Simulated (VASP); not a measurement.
Wanted: the native input for a VASP 6.6.1 run.

| Item | Value |
| --- | --- |
| Task | relaxation of shape and atoms at fixed volume |
| Functional | r2SCAN |
| Potentials or basis | VASP PAW PBE potentials, release 64 (Ba_sv, H) |
| Cutoff | 600 eV |
| k mesh | 6 × 6 × 6 |
| Occupations | gaussian, width 0.02 eV |
| Spin | no spin polarisation |
| Dipole correction | no |
| Further INCAR settings | ALGO = Normal; EDIFF = 1e-06; IBRION = 2; EDIFFG = -0.01; NSW = 50; ISIF = 4 |

The system is BaH2.

```xyz
6
Lattice="4.3936 0.0000 0.0000 -2.1968 3.8050 0.0000 0.0000 0.0000 5.9398" Properties=species:S:1:pos:R:3 pbc="T T T"
Ba    2.1968    1.2683    4.4548
Ba    0.0000    2.5366    1.4849
H     0.0000    2.5366    4.4548
H     2.1968    1.2683    1.4849
H     0.0000    0.0000    2.9699
H     0.0000    0.0000    0.0000
```

The input as run:

POSCAR

```
BaH2
1.0
    4.3935815170      0.0000000000      0.0000000000
   -2.1967907585      3.8049532073      0.0000000000
    0.0000000000      0.0000000000      5.9397944420
Ba H
2 4
Direct
    0.6666666667      0.3333333333      0.7500000000
    0.3333333333      0.6666666667      0.2500000000
    0.3333333333      0.6666666667      0.7500000000
    0.6666666667      0.3333333333      0.2500000000
    0.0000000000      0.0000000000      0.5000000000
    0.0000000000      0.0000000000      0.0000000000
```

INCAR.step1

```
SYSTEM = BaH2
  ALGO = Normal
  EDIFF = 1E-4
  ENCUT = 600
  GGA = PE
  ISMEAR = 0
  LASPH = .True.
  LCHARG = .False.
  LREAL = .False.
  LWAVE = .True.
  NELM = 100
  PREC = Accurate
  SIGMA = 0.02
```

INCAR.step2

```
SYSTEM = BaH2
  ALGO = Normal
  EDIFF = 1E-6
  EDIFFG = -0.01
  ENCUT = 600
  IBRION = 2
  ISIF = 4
  ISMEAR = 0
  ISTART = 1
  LASPH = .True.
  LCHARG = .False.
  LMIXTAU = .True.
  LREAL = .False.
  LWAVE = .False.
  METAGGA = R2SCAN
  NELM = 100
  NSW = 50
  PREC = Accurate
  SIGMA = 0.02
```

KPOINTS

```
k-points
0
Gamma
  6 6 6
  0 0 0
```

Potentials or basis: VASP PAW PBE potentials, release 64 (Ba_sv, H).

Command:

```bash
$ cat potpaw_PBE.64/Ba_sv/POTCAR potpaw_PBE.64/H/POTCAR > POTCAR
$ cp INCAR.step1 INCAR
$ mpirun -np 1 vasp_std > vasp.out
$ cp INCAR.step2 INCAR
$ mpirun -np 1 vasp_std > vasp.out
```

Results of the run:

```json
{
 "Energy gained by relaxing": "0.3 meV/atom",
 "Ionic steps": "3",
 "Pressure after relaxing": "1.7 GPa",
 "Band gap on the k mesh": "2.22 eV (least direct gap 3.16 eV)"
}
```

Caveat: the PAW data sets were made with another functional, which shifts forces and pressure a little; spin-orbit coupling is left out, which moves the levels of the heavy elements.

Run time: 5 min on 1 thread of Intel(R) Xeon(R) Platinum 8488C (Sapphire Rapids), with other jobs on the host, peak memory 0.29 GiB.
